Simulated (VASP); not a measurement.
# HfN (Fm-3m) in VASP: notebook

The runs below take HfN through single point, with PBE.

All numbers are computed with VASP 6.6.1; they aren't measurements. Logs are shortened: lines on timing, memory, paths and dates and some standing lists are left out, and cuts for length are marked.

## Step 1: The cell of the first run

Symmetry: Fm-3m, No. 225, cubic system. Conventional cell: a = 4.512 Å, b = 4.512 Å, c = 4.512 Å, α = 90.00°, β = 90.00°, γ = 90.00°. Within 3.0 Å of Hf (site symmetry m-3m) lie 6 N at 2.26 Å. N (site symmetry m-3m) has 6 Hf at 2.26 Å within 3.0 Å.

## Step 2: Single point, PBE

File INCAR:

```
SYSTEM = HfN
  PREC = Accurate
  ENCUT = 600
  EDIFF = 1E-6
  ISMEAR = 0
  SIGMA = 0.019000000000000003
  LREAL = .False.
  LASPH = .True.
  NELM = 120
  ALGO = Normal
  ISIF = 2
  LWAVE = .False.
  LCHARG = .False.
  GGA = PE
  NBANDS = 14
  GGA_COMPAT = .False.
```

File KPOINTS:

```
Automatic mesh
0
Gamma
  10 10 10
  0 0 0
```

File POSCAR:

```
HfN
1.0
    0.0000000000      2.2560000000      2.2560000000
    2.2560000000      0.0000000000      2.2560000000
    2.2560000000      2.2560000000      0.0000000000
Hf N
1 1
Direct
    0.0000000000      0.0000000000      0.0000000000
    0.5000000000      0.5000000000      0.5000000000
```

Potentials or basis: VASP PAW PBE potentials, release 64 (Hf_pv, N).

Run with:

```console
$ cat potpaw_PBE.64/Hf_pv/POTCAR potpaw_PBE.64/N/POTCAR > POTCAR
$ mpirun -np 1 vasp_std > vasp.out
```

OUTCAR:

```text
SYSTEM = HfN
   PREC = Accurate
   ENCUT = 600
   EDIFF = 1E-6
   ISMEAR = 0
   LREAL = .False.
   LASPH = .True.
   NELM = 120
   ISIF = 2
   GGA = PE

 ion  position               nearest neighbor table
   1  0.000  0.000  0.000-   2 2.26   2 2.26   2 2.26   2 2.26   2 2.26   2 2.26
   2  0.500  0.500  0.500-   1 2.26   1 2.26   1 2.26   1 2.26   1 2.26   1 2.26

  LATTYP: Found a face centered cubic cell.
 ALAT       =     4.5120000000

  Lattice vectors:

 A1 = (   0.0000000000,   2.2560000000,   2.2560000000)
 A2 = (   2.2560000000,   0.0000000000,   2.2560000000)
 A3 = (   2.2560000000,   2.2560000000,   0.0000000000)

Analysis of symmetry for initial positions (statically):
=====================================================================
 Subroutine PRICEL returns:
 Original cell was already a primitive cell.

 Routine SETGRP: Setting up the symmetry group for a
 face centered cubic supercell.

 Subroutine GETGRP returns: Found 48 space group operations
 (whereof 48 operations were pure point group operations)
 out of a pool of 48 trial point group operations.

The static configuration has the point symmetry O_h .

Analysis of symmetry for dynamics (positions and initial velocities):
=====================================================================
 Subroutine PRICEL returns:
 Original cell was already a primitive cell.

 Routine SETGRP: Setting up the symmetry group for a
 face centered cubic supercell.

 Subroutine GETGRP returns: Found 48 space group operations
 (whereof 48 operations were pure point group operations)
 out of a pool of 48 trial point group operations.

The dynamic configuration has the point symmetry O_h .

 Subroutine INISYM returns: Found 48 space group operations
 (whereof 48 operations are pure point group operations),
 and found     1 'primitive' translations

----------------------------------------------------------------------------------------

                                     Primitive cell

  volume of cell :      22.9640

  direct lattice vectors                    reciprocal lattice vectors
     0.000000000  2.256000000  2.256000000    -0.221631206  0.221631206  0.221631206
     2.256000000  0.000000000  2.256000000     0.221631206 -0.221631206  0.221631206
     2.256000000  2.256000000  0.000000000     0.221631206  0.221631206 -0.221631206

  length of vectors
     3.190465797  3.190465797  3.190465797     0.383876509  0.383876509  0.383876509

  position of ions in fractional coordinates (direct lattice)
[... 85 lines left out ...]
   ISIF   =      2    stress and relaxation
   ISYM   =      2    0-nonsym 1-usesym 2-fastsym
   POTIM  = 0.5000    time-step for ionic-motion
   TEBEG  =    0.0;   TEEND  =   0.0 temperature during run
   PSTRESS=    0.0 pullay stress
   NELECT =      15.0000    total number of electrons
   NUPDOWN=      -1.0000    fix difference up-down
   EMIN   =  10.00;   EMAX   =-10.00  energy-range for DOS
   EFERMI =   0.00;   METHOD = LEGACY
   ISMEAR =     0;   SIGMA  =   0.02  broadening in eV -4-tet -1-fermi 0-gaus
   EFERMI_NEDOS =   21; number of points for ismear=-14 and -15
   IALGO  =     38    algorithm
   IMIX   =      4    mixing-type and parameters
     AMIX     =   0.40;   BMIX     =  1.00
     AMIX_MAG =   1.60;   BMIX_MAG =  1.00
  volume/ion in A,a.u.               =      11.48        77.48
  Fermi-wavevector in a.u.,A,eV,Ry     =   1.420440  2.684242 27.451783  2.017649
  Thomas-Fermi vector in A             =   2.541355
   LORBIT       =      0    0 simple, 1 ext, 2 COOP (PROOUT), +10 PAW based schemes
   GGA     = PE    functional components
   LHFCALC =     F    Hartree Fock is set to
   AEXX    =    0.0000 exact exchange contribution
   IVDW    =     0    specifies the selected vdW correction
   LEPSILON=     F    determine dielectric tensor
   LRPA    =     F    only Hartree local field effects (RPA)
 non-spin polarized calculation
 Gauss-broadening in eV      SIGMA  =   0.02
  energy-cutoff  :      600.00
  volume of cell :       22.96
 maximum number of plane-waves:       785
 NGX is ok and might be reduce to    28
   NGX = 13   NGY = 13   NGZ = 13

 number of electron      15.0000002 magnetization

 Free energy of the ion-electron system (eV)
  ---------------------------------------------------
  ext. energy  EPLUGINS =         0.00000000
  ---------------------------------------------------
  free energy    TOTEN  =       -21.74724953 eV

  energy without entropy =      -21.74716660  energy(sigma->0) =      -21.74720806

 E-fermi :   8.4577     XC(G=0): -12.7533

 val. band max:        8.4152381766   @ k =  -0.4000   0.3000   0.0000
 cond. band min:       8.4706055670   @ k =  -0.1000   0.1000   0.0000
 fundamental gap:      0.0553673904
 Fermi energy:         8.4576885808

 k-point     1 :       0.0000    0.0000    0.0000
  band No.  band energies     occupation
      1     -22.7097      2.00000
      2     -22.7097      2.00000
      3     -22.7097      2.00000
      4      -9.1194      2.00000
      5       5.3806      2.00000
      6       5.3806      2.00000
      7       5.3806      2.00000
      8       8.0745      2.00000
      9       8.0745      2.00000
     10       8.0745      2.00000
     11      10.2531      0.00000
     12      10.4022      0.00000
     13      10.4022      0.00000
     14      17.9965      0.00000
[... 377 lines left out ...]
      1     -23.3923      2.00000
      2     -22.9768      2.00000
      3     -22.9474      2.00000
      4      -7.7193      2.00000
      5       1.8026      2.00000
      6       3.7942      2.00000
      7       4.2781      2.00000
      8       5.9383      2.00000
      9      12.5285      0.00000
     10      13.0212      0.00000
     11      13.1934      0.00000
     12      13.2679      0.00000
     13      17.6127      0.00000
     14      19.8103      0.00000

 [... further k-points ...]
[... 5 lines left out ...]
  --------------------------------------------------------------------------------------
  -------------------------------------------------------------------------------------
  Total        0.5859803      0.5859803      0.5859803     -0.0000000      0.0000000      0.0000000
  in kB       40.8833349     40.8833349     40.8833349     -0.0000000      0.0000000      0.0000000
  external PRESSURE =      40.8833349 kB  Pullay stress =       0.0000000 kB

 VOLUME and BASIS-vectors are now :
 -----------------------------------------------------------------------------
  energy-cutoff  :      600.00
  volume of cell :       22.96
      direct lattice vectors                 reciprocal lattice vectors
     0.000000000  2.256000000  2.256000000    -0.221631206  0.221631206  0.221631206
     2.256000000  0.000000000  2.256000000     0.221631206 -0.221631206  0.221631206
     2.256000000  2.256000000  0.000000000     0.221631206  0.221631206 -0.221631206

 POSITION                                       TOTAL-FORCE (eV/Angst)
 -----------------------------------------------------------------------------------
      0.00000      0.00000      0.00000         0.000000     -0.000000     -0.000000
      2.25600      2.25600      2.25600        -0.000000      0.000000      0.000000
 -----------------------------------------------------------------------------------
    total drift:                                0.000000      0.000000      0.000000

  FREE ENERGIE OF THE ION-ELECTRON SYSTEM (eV)
  ---------------------------------------------------
  free  energy   TOTEN  =       -21.7472495318 eV

  energy  without entropy=      -21.7471665957  energy(sigma->0) =      -21.74720806
```

OSZICAR:

```text
N       E                     dE             d eps       ncg     rms          rms(c)
DAV:   1     0.445370297565E+02    0.44537E+02   -0.85016E+03  1316   0.113E+03
DAV:   2    -0.224502944924E+02   -0.66987E+02   -0.63225E+02  1742   0.261E+02
DAV:   3    -0.247460086320E+02   -0.22957E+01   -0.22872E+01  1514   0.403E+01
DAV:   4    -0.247550189696E+02   -0.90103E-02   -0.90093E-02  1604   0.292E+00
DAV:   5    -0.247550761700E+02   -0.57200E-04   -0.57200E-04  1490   0.207E-01    0.494E+01
DAV:   6    -0.218493004613E+02    0.29058E+01   -0.82211E+00  1484   0.230E+01    0.416E+01
DAV:   7    -0.217738307925E+02    0.75470E-01   -0.47631E-01  1658   0.621E+00    0.267E+01
DAV:   8    -0.217535644062E+02    0.20266E-01   -0.10879E-01  1508   0.296E+00    0.653E+00
DAV:   9    -0.217473670683E+02    0.61973E-02   -0.16724E-02  1520   0.109E+00    0.202E+00
DAV:  10    -0.217472746881E+02    0.92380E-04   -0.10466E-03  1678   0.314E-01    0.407E-01
DAV:  11    -0.217472521439E+02    0.22544E-04   -0.62598E-05  1568   0.787E-02    0.112E-01
DAV:  12    -0.217472498109E+02    0.23330E-05   -0.67708E-06  1788   0.223E-02    0.148E-02
DAV:  13    -0.217472495318E+02    0.27908E-06   -0.23051E-07   868   0.519E-03
   1 F= -.21747250E+02 E0= -.21747208E+02  d E =-.829362E-04
```

stdout:

```text
POSCAR found type information on POSCAR HfN
 POSCAR found :  2 types and       2 ions
 scaLAPACK will be used
 LDA part: xc-table for (Slater+PW92), standard interpolation
 POSCAR, INCAR and KPOINTS ok, starting setup
 FFT: planning ... GRIDC
 FFT: planning ... GRID_SOFT
 FFT: planning ... GRID
 WAVECAR not read
 entering main loop
```

Wall time 16 s (1 thread of Intel Xeon Platinum 8488C (Sapphire Rapids), shared host); peak memory 0.17 GiB.

Results:

```yaml
Free_energy: -21.7472 eV
Pressure: 4.1 GPa
```

Caveat: spin-orbit coupling is left out, which moves the levels of the heavy elements.

## Step 3: Single point, PBE

File INCAR:

```
PREC     = Accurate       # precision mode
ENCUT    = 600            # plane-wave cutoff, eV
EDIFF    = 1E-6           # SCF threshold, eV
ISMEAR   = 0              # smearing method
SIGMA    = 0.020999999999999998 # smearing width, eV
LREAL    = False          # projectors in reciprocal space
LASPH    = True           # aspherical terms in the spheres
NELM     = 120            # most SCF steps
ALGO     = Normal         # electronic algorithm
ISIF     = 2              # what is computed and relaxed
LWAVE    = False          # write WAVECAR
LCHARG   = True           # write CHGCAR
GGA      = PE             # functional
LELF     = True           # ELF
LVHAR    = True         
NBANDS   = 14             # bands
GGA_COMPAT= False
```

File KPOINTS:

```
regular mesh
0
Gamma
  10 10 10
```

POSCAR is that of step 2.

Potentials or basis: VASP PAW PBE potentials, release 64 (Hf_pv, N).

Run with:

```console
$ cat potpaw_PBE.64/Hf_pv/POTCAR potpaw_PBE.64/N/POTCAR > POTCAR
$ mpirun -np 1 vasp_std > vasp.out
```

Run time: 21 s. Hardware: 1 thread of Intel Xeon Platinum 8488C (Sapphire Rapids), shared host; peak memory 0.17 GiB.

Results (log left out):

| Item | Value |
| --- | --- |
| Free energy | -21.7473 eV |
| Pressure | 4.1 GPa |

Levels at points of the mesh, in eV from the Fermi level:
| k point | band 6 | band 7 | band 8 | band 9 | band 10 | band 11 |
| --- | --- | --- | --- | --- | --- | --- |
| (0.00, 0.00, 0.00) | -3.08 | -3.08 | -0.38 | -0.38 | -0.38 | 1.80 |
| (0.50, 0.00, 0.00) | -6.24 | -6.24 | 3.26 | 3.69 | 3.69 | 4.41 |
| (0.50, 0.50, 0.00) | -3.86 | -3.74 | -3.74 | 4.09 | 5.52 | 5.52 |

Caveat: spin-orbit coupling is left out, which moves the levels of the heavy elements.
